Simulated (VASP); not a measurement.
Runs of VASP 6.6.1 on Na. The structure is that of space group P6_3/mmc (No. 194), or close to it. The cells are those of the table. 

```tsv
task	cell	gap on the mesh (eV)	pressure (GPa)
electric field gradients	a = 3.754, b = 3.754, c = 6.133 Å, angles 90.0, 90.0, 120.0°, 2 atoms	none	-0.8
electric field gradients	a = 3.841, b = 3.841, c = 6.275 Å, angles 90.0, 90.0, 120.0°, 2 atoms	none	-1.2
electric field gradients	a = 3.716, b = 3.716, c = 6.071 Å, angles 90.0, 90.0, 120.0°, 2 atoms	none	-0.7
single point	a = 3.754, b = 3.754, c = 6.133 Å, angles 90.0, 90.0, 120.0°, 2 atoms	none	-0.8
single point	a = 3.780, b = 3.780, c = 6.174 Å, angles 90.0, 90.0, 120.0°, 2 atoms	none	(a)
```

Alike in all rows: level LDA; potentials or basis VASP PAW LDA potentials, release 64 (Na_pv); no spin polarisation; k mesh 11 × 11 × 6; cutoff (eV) 520; smearing fermi-dirac 0.05 eV.

Task: Fill in the values left out.

Result: (a) -1.0.

A gap of «none» marks levels without a gap at the run's occupations.
